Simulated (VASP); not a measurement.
# Pb (P6_3/mmc) in VASP: a series of runs, part 2 of 2

VASP 6.6.1.

### Step 3. Single point, r2SCAN

This run uses another cell than the first one, of 31.53 Å³/atom.

POSCAR

```
Pb
1.0
    3.5477069956      0.0000000000      0.0000000000
   -1.7738534979      3.0724043834      0.0000000000
    0.0000000000      0.0000000000     11.5713714578
Pb
4
Direct
    0.6666666667      0.3333333333      0.7500000000
    0.0000000000      0.0000000000      0.5000000000
    0.3333333333      0.6666666667      0.2500000000
    0.0000000000      0.0000000000      0.0000000000
```

INCAR.step1

```
PREC = Accurate ; ENCUT = 520
ISMEAR = -1 ; SIGMA = 0.05
LREAL = F ; LASPH = T
NELM = 60 ; NBANDS = 36
GGA = PE ; ALGO = Normal
EDIFF = 1E-4 ; LWAVE = T
LCHARG = F
```

INCAR.step2

```
PREC = Accurate ; ENCUT = 520
EDIFF = 1E-7 ; ISMEAR = -1
SIGMA = 0.05 ; LREAL = F
LASPH = T ; NELM = 60
ALGO = Normal ; ISIF = 2
LWAVE = F ; LCHARG = F
METAGGA = R2SCAN ; LMIXTAU = T
NBANDS = 36 ; ISTART = 1
```

KPOINTS

```
Automatic mesh
0
Gamma
  9 9 3
```

Potentials or basis: VASP PAW PBE potentials, release 64 (Pb_d).

Command:

```sh
$ cat potpaw_PBE.64/Pb_d/POTCAR > POTCAR
$ cp INCAR.step1 INCAR
$ mpirun -np 1 vasp_std > vasp.out
$ cp INCAR.step2 INCAR
$ mpirun -np 1 vasp_std > vasp.out
```

OUTCAR:

```text
PREC = Accurate
   ENCUT = 520
   EDIFF = 1E-7
   ISMEAR = -1
   LREAL = F
   LASPH = T
   NELM = 60
   ISIF = 2
   METAGGA = R2SCAN
   ISTART = 1

 ion  position               nearest neighbor table
   1  0.667  0.333  0.750-   2 3.54   4 3.54   2 3.54   4 3.54   2 3.54   4 3.54
   2  0.000  0.000  0.500-   1 3.54   3 3.54   1 3.54   3 3.54   1 3.54   3 3.54
   3  0.333  0.667  0.250-   2 3.54   4 3.54   2 3.54   4 3.54   2 3.54   4 3.54
   4  0.000  0.000  0.000-   1 3.54   3 3.54   1 3.54   3 3.54   1 3.54   3 3.54

  LATTYP: Found a hexagonal cell.
 ALAT       =     3.5477069956
 C/A-ratio  =     3.2616480087

  Lattice vectors:

 A1 = (   3.5477069956,   0.0000000000,   0.0000000000)
 A2 = (  -1.7738534979,   3.0724043834,   0.0000000000)
 A3 = (   0.0000000000,   0.0000000000,  11.5713714578)

Analysis of symmetry for initial positions (statically):
=====================================================================
 Subroutine PRICEL returns:
 Original cell was already a primitive cell.

 Routine SETGRP: Setting up the symmetry group for a
 hexagonal supercell.

 Subroutine GETGRP returns: Found 24 space group operations
 (whereof 12 operations were pure point group operations)
 out of a pool of 24 trial point group operations.

The static configuration has the point symmetry D_3d.
 The point group associated with its full space group is D_6h.

Analysis of symmetry for dynamics (positions and initial velocities):
=====================================================================
 Subroutine PRICEL returns:
 Original cell was already a primitive cell.

 Routine SETGRP: Setting up the symmetry group for a
 hexagonal supercell.

 Subroutine GETGRP returns: Found 24 space group operations
 (whereof 12 operations were pure point group operations)
 out of a pool of 24 trial point group operations.

The dynamic configuration has the point symmetry D_3d.
 The point group associated with its full space group is D_6h.

 Subroutine INISYM returns: Found 24 space group operations
 (whereof 12 operations are pure point group operations),
 and found     1 'primitive' translations

----------------------------------------------------------------------------------------

                                     Primitive cell

  volume of cell :     126.1278

  direct lattice vectors                    reciprocal lattice vectors
     3.547706996  0.000000000  0.000000000     0.281872207  0.162738994  0.000000000
    -1.773853498  3.072404383  0.000000000     0.000000000  0.325477989  0.000000000
     0.000000000  0.000000000 11.571371458     0.000000000  0.000000000  0.086420180

  length of vectors
     3.547706996  3.547706996 11.571371458     0.325477989  0.325477989  0.086420180

  position of ions in fractional coordinates (direct lattice)
     0.666666667  0.333333333  0.750000000
     0.000000000  0.000000000  0.500000000
     0.333333333  0.666666667  0.250000000
     0.000000000  0.000000000  0.000000000

  ion indices of the primitive-cell ions
   primitive index   ion index
                 1           1
                 2           2
                 3           3
                 4           4

----------------------------------------------------------------------------------------

 KPOINTS: Automatic mesh

Automatic generation of k-mesh.
 Grid dimensions read from file:
 generate k-points for:    9    9    3

 Generating k-lattice:

  Cartesian coordinates                     Fractional coordinates (reciprocal lattice)
     0.031319134  0.018082110  0.000000000     0.111111111  0.000000000  0.000000000
     0.000000000  0.036164221  0.000000000     0.000000000  0.111111111  0.000000000
     0.000000000  0.000000000  0.028806727     0.000000000  0.000000000  0.333333333

  Length of vectors
     0.036164221  0.036164221  0.028806727

  Shift w.r.t. Gamma in fractional coordinates (k-lattice)
     0.000000000  0.000000000  0.000000000

 Subroutine IBZKPT returns following result:
 ===========================================

 Found     24 irreducible k-points:

 Following reciprocal coordinates:
            Coordinates               Weight
  0.000000  0.000000  0.000000      1.000000
  0.111111  0.000000  0.000000      6.000000
  0.222222  0.000000  0.000000      6.000000
  0.333333  0.000000  0.000000      6.000000
  0.444444  0.000000  0.000000      6.000000
  0.111111  0.111111  0.000000      6.000000
[... 16 lines left out ...]
  0.333333  0.222222  0.333333     24.000000
  0.333333  0.333333  0.333333      4.000000
   k-points           NKPTS =     24   k-points in BZ     NKDIM =     24   number of bands    NBANDS=     36
   number of dos      NEDOS =    301   number of ions     NIONS =      4
   total plane-waves  NPLWV =  70560
   dimension x,y,z NGX =    28 NGY =   28 NGZ =   90
   dimension x,y,z NGXF=    56 NGYF=   56 NGZF=  180
   ions per type =               4
   NGX,Y,Z   is equivalent  to a cutoff of  13.12, 13.12, 12.93 a.u.
   NGXF,Y,Z  is equivalent  to a cutoff of  26.24, 26.24, 25.86 a.u.
 SYSTEM =  unknown system
   PREC   = accura    normal or accurate (medium, high low for compatibility)
   ISTART =      1    job   : 0-new  1-cont  2-samecut
   ICHARG =      0    charge: 1-file 2-atom 10-const
   ISPIN  =      1    spin polarized calculation?
   LNONCOLLINEAR =      F non collinear calculations
   LSORBIT =      F    spin-orbit coupling
   LASPH  =      T    aspherical Exc in radial PAW
   ENCUT  =  520.0 eV  38.22 Ry    6.18 a.u.   6.60  6.60 21.52*2*pi/ulx,y,z
   NELM   =     60;   NELMIN=  2; NELMDL=  0     # of ELM steps
   EDIFF  = 0.1E-06   stopping-criterion for ELM
   LREAL  =      F    real-space projection
   EDIFFG = 0.1E-05   stopping-criterion for IOM
   NSW    =      0    number of steps for IOM
   IBRION =     -1    ionic relax: 0-MD 1-quasi-New 2-CG
   NFREE  =      0    steps in history (QN), initial steepest desc. (CG)
   ISIF   =      2    stress and relaxation
   ISYM   =      2    0-nonsym 1-usesym 2-fastsym
   POTIM  = 0.5000    time-step for ionic-motion
   TEBEG  =    0.0;   TEEND  =   0.0 temperature during run
   PSTRESS=    0.0 pullay stress
   NELECT =      56.0000    total number of electrons
   NUPDOWN=      -1.0000    fix difference up-down
   EMIN   =  10.00;   EMAX   =-10.00  energy-range for DOS
   EFERMI =   0.00;   METHOD = LEGACY
   ISMEAR =    -1;   SIGMA  =   0.05  broadening in eV -4-tet -1-fermi 0-gaus
   EFERMI_NEDOS =   21; number of points for ismear=-14 and -15
   IALGO  =     38    algorithm
   IMIX   =      4    mixing-type and parameters
     AMIX     =   0.40;   BMIX     =  1.00
     AMIX_MAG =   1.60;   BMIX_MAG =  1.00
  volume/ion in A,a.u.               =      31.53       212.79
  Fermi-wavevector in a.u.,A,eV,Ry     =   1.248918  2.360112 21.222308  1.559796
  Thomas-Fermi vector in A             =   2.382982
   LORBIT       =      0    0 simple, 1 ext, 2 COOP (PROOUT), +10 PAW based schemes
   METAGGA = R2SCAN    functional components
   LHFCALC =     F    Hartree Fock is set to
   AEXX    =    0.0000 exact exchange contribution
   IVDW    =     0    specifies the selected vdW correction
   LEPSILON=     F    determine dielectric tensor
   LRPA    =     F    only Hartree local field effects (RPA)
 non-spin polarized calculation
  energy-cutoff  :      520.00
  volume of cell :      126.13
 maximum number of plane-waves:      3447
 NGX is ok and might be reduce to    28
   NGX = 13   NGY = 13   NGZ = 43

 number of electron      55.9999997 magnetization

 Free energy of the ion-electron system (eV)
  ---------------------------------------------------
  ext. energy  EPLUGINS =         0.00000000
  ---------------------------------------------------
  free energy    TOTEN  =      -225.13596941 eV

  energy without entropy =     -225.12699562  energy(sigma->0) =     -225.13148251

 E-fermi :   6.7761     XC(G=0): -10.7177

 val. band max:        6.7081344546   @ k =   0.3333   0.0000   0.3333
 cond. band min:       6.9780571144   @ k =   0.4444   0.1111   0.0000
 fundamental gap:      0.2699226598
 Fermi energy:         6.7761446970

 k-point     1 :       0.0000    0.0000    0.0000
  band No.  band energies     occupation
      1     -10.9519      2.00000
      2     -10.9433      2.00000
      3     -10.9247      2.00000
      4     -10.9247      2.00000
      5     -10.9065      2.00000
      6     -10.9065      2.00000
[... 925 lines left out ...]
     35       9.8546      0.00000
     36      10.6789      0.00000

------------------------ aborting loop because EDIFF is reached ----------------------------------------

  FORCE on cell =-STRESS in cart. coord.  units (eV):
  Direction    XX          YY          ZZ          XY          YZ          ZX
  --------------------------------------------------------------------------------------
  -------------------------------------------------------------------------------------
  Total       -0.7262525     -0.7262525     -0.3405846      0.0000000      0.0000000      0.0000000
  in kB       -9.2254438     -9.2254438     -4.3263801      0.0000000      0.0000000      0.0000000
  external PRESSURE =      -7.5924226 kB  Pullay stress =       0.0000000 kB

 VOLUME and BASIS-vectors are now :
 -----------------------------------------------------------------------------
  energy-cutoff  :      520.00
  volume of cell :      126.13
      direct lattice vectors                 reciprocal lattice vectors
     3.547706996  0.000000000  0.000000000     0.281872207  0.162738994  0.000000000
    -1.773853498  3.072404383  0.000000000     0.000000000  0.325477989  0.000000000
     0.000000000  0.000000000 11.571371458     0.000000000  0.000000000  0.086420180

 POSITION                                       TOTAL-FORCE (eV/Angst)
 -----------------------------------------------------------------------------------
      1.77385      1.02413      8.67853         0.000000      0.000000      0.000000
      0.00000      0.00000      5.78569        -0.000000      0.000000     -0.000000
     -0.00000      2.04827      2.89284        -0.000000     -0.000000     -0.000000
      0.00000      0.00000      0.00000        -0.000000      0.000000     -0.000000
 -----------------------------------------------------------------------------------
    total drift:                                0.000000     -0.000000      0.000000

  FREE ENERGIE OF THE ION-ELECTRON SYSTEM (eV)
  ---------------------------------------------------
  free  energy   TOTEN  =      -225.1359694108 eV

  energy  without entropy=     -225.1269956164  energy(sigma->0) =     -225.13148251
```

Wall time 7.3 min (1 thread of AMD EPYC 7R13, shared host); peak memory 0.31 GiB.

What came out:

| Item | Value |
| --- | --- |
| Free energy | -225.1360 eV |
| Pressure | -0.8 GPa |
| Band gap on the k mesh | zero (bands 28 and 29 overlap by 7.73 eV) |

Levels at points of the mesh, in eV from the Fermi level:
```csv
k point,band 24,band 25,band 26,band 27,band 28,band 29,band 30,band 31,band 32,band 33
"(0.00, 0.00, 0.00)",-8.42,-4.16,0.79,0.79,5.57,5.57,6.35,6.35,6.44,6.44
```

Caveat: the PAW data sets were made with another functional, which shifts forces and pressure a little; spin-orbit coupling is left out, which moves the levels of the heavy elements.

### Step 4. Single point, r2SCAN

This run uses another cell than the first one, of 32.15 Å³/atom.

POSCAR

```
Pb
1.0
    3.5707446996      0.0000000000      0.0000000000
   -1.7853723498      3.0923556203      0.0000000000
    0.0000000000      0.0000000000     11.6465123390
Pb
4
Direct
    0.6666666667      0.3333333333      0.7500000000
    0.0000000000      0.0000000000      0.5000000000
    0.3333333333      0.6666666667      0.2500000000
    0.0000000000      0.0000000000      0.0000000000
```

INCAR.step1

```
PREC = Accurate
ENCUT = 520
ISMEAR = -1
SIGMA = 0.05
LREAL = False
LASPH = True
NELM = 60
NBANDS = 36
GGA = PE
ALGO = Normal
EDIFF = 1E-4
LWAVE = True
LCHARG = False
```

INCAR.step2

```
PREC = Accurate
ENCUT = 520
EDIFF = 1E-7
ISMEAR = -1
SIGMA = 0.05
LREAL = False
LASPH = True
NELM = 60
ALGO = Normal
ISIF = 2
LWAVE = False
LCHARG = False
METAGGA = R2SCAN
LMIXTAU = True
NBANDS = 36
ISTART = 1
```

KPOINTS

```
regular mesh
0
Gamma
  9 9 3
```

Command:

```sh
$ cat potpaw_PBE.64/Pb_d/POTCAR > POTCAR
$ cp INCAR.step1 INCAR
$ mpirun -np 1 vasp_std > vasp.out
$ cp INCAR.step2 INCAR
$ mpirun -np 1 vasp_std > vasp.out
```

It took 7.6 min on 1 thread of AMD EPYC 7R13, shared host; peak memory 0.32 GiB.

It converged, with:

```yaml
Free_energy: -225.1193 eV
Pressure: -1.5 GPa
Band_gap_on_the_k_mesh: zero (bands 28 and 29 overlap by 7.56 eV)
```

Stress tensor (GPa, compression positive):
```
-1.68  0.00  0.00
 0.00 -1.68  0.00
 0.00  0.00 -1.25
```

Levels at points of the mesh, in eV from the Fermi level:
| k point | band 25 | band 26 | band 27 | band 28 | band 29 | band 30 | band 31 | band 32 |
| --- | --- | --- | --- | --- | --- | --- | --- | --- |
| (0.00, 0.00, 0.00) | -4.07 | 0.75 | 0.76 | 5.45 | 5.45 | 6.21 | 6.21 | 6.30 |

Caveat: the PAW data sets were made with another functional, which shifts forces and pressure a little; spin-orbit coupling is left out, which moves the levels of the heavy elements.

### Step 5. Single point, r2SCAN

This run uses another cell than the first one, of 32.77 Å³/atom.

POSCAR

```
Pb
1.0
    3.5934889096      0.0000000000      0.0000000000
   -1.7967444549      3.1120526840      0.0000000000
    0.0000000000      0.0000000000     11.7206959463
Pb
4
Direct
    0.6666666667      0.3333333333      0.7500000000
    0.0000000000      0.0000000000      0.5000000000
    0.3333333333      0.6666666667      0.2500000000
    0.0000000000      0.0000000000      0.0000000000
```

INCAR.step1

```
SYSTEM = Pb
PREC = Accurate
ENCUT = 520
ISMEAR = -1
SIGMA = 0.05
LREAL = .FALSE.
LASPH = .TRUE.
NELM = 100
NBANDS = 36
GGA = PE
ALGO = Normal
EDIFF = 1E-4
LWAVE = .TRUE.
LCHARG = .FALSE.
```

INCAR.step2

```
SYSTEM = Pb
PREC = Accurate
ENCUT = 520
EDIFF = 1E-6
ISMEAR = -1
SIGMA = 0.05
LREAL = .FALSE.
LASPH = .TRUE.
NELM = 100
ALGO = Normal
ISIF = 2
LWAVE = .FALSE.
LCHARG = .TRUE.
METAGGA = R2SCAN
LMIXTAU = .TRUE.
LELF = .TRUE.
LVHAR = .TRUE.
NBANDS = 36
ISTART = 1
```

KPOINTS

```
regular mesh
0
G
  9 9 3
  0 0 0
```

Command:

```sh
$ cat potpaw_PBE.64/Pb_d/POTCAR > POTCAR
$ cp INCAR.step1 INCAR
$ mpirun -np 1 vasp_std > vasp.out
$ cp INCAR.step2 INCAR
$ mpirun -np 1 vasp_std > vasp.out
```

Wall time 7.4 min (1 thread of AMD EPYC 7R13, shared host); peak memory 0.32 GiB.

The run converged. Its results:

```yaml
Free_energy: -225.0913 eV
Pressure: -2.2 GPa
Band_gap_on_the_k_mesh: zero (bands 28 and 29 overlap by 7.40 eV)
```

Stress tensor (GPa, compression positive):
```
-2.36  0.00  0.00
 0.00 -2.36  0.00
 0.00  0.00 -1.97
```

Levels at points of the mesh, in eV from the Fermi level:
| k point | band 26 | band 27 | band 28 | band 29 | band 30 | band 31 |
| --- | --- | --- | --- | --- | --- | --- |
| (0.00, 0.00, 0.00) | 0.72 | 0.72 | 5.34 | 5.34 | 6.08 | 6.08 |

Caveat: the PAW data sets were made with another functional, which shifts forces and pressure a little; spin-orbit coupling is left out, which moves the levels of the heavy elements.

### Step 6. Overview

| cell | gap on the mesh (eV) | pressure (GPa) |
| --- | --- | --- |
| a = 3.524, b = 3.524, c = 11.495 Å, angles 90.0, 90.0, 120.0°, 4 atoms | none | 0.1 |
| a = 3.548, b = 3.548, c = 11.571 Å, angles 90.0, 90.0, 120.0°, 4 atoms | none | -0.8 |
| a = 3.571, b = 3.571, c = 11.647 Å, angles 90.0, 90.0, 120.0°, 4 atoms | none | -1.5 |
| a = 3.593, b = 3.593, c = 11.721 Å, angles 90.0, 90.0, 120.0°, 4 atoms | none | -2.2 |

Alike in all rows: task single point; level r2SCAN; potentials or basis VASP PAW PBE potentials, release 64 (Pb_d); no spin polarisation; k mesh 9 × 9 × 3; cutoff (eV) 520; smearing fermi-dirac 0.05 eV.

Caveats: the PAW data sets were made with another functional, which shifts forces and pressure a little; spin-orbit coupling is left out, which moves the levels of the heavy elements.

Absolute energies hang on the potentials; compare differences alone.

The gap in the log of VASP goes by the Fermi energy; the results here count the filled bands.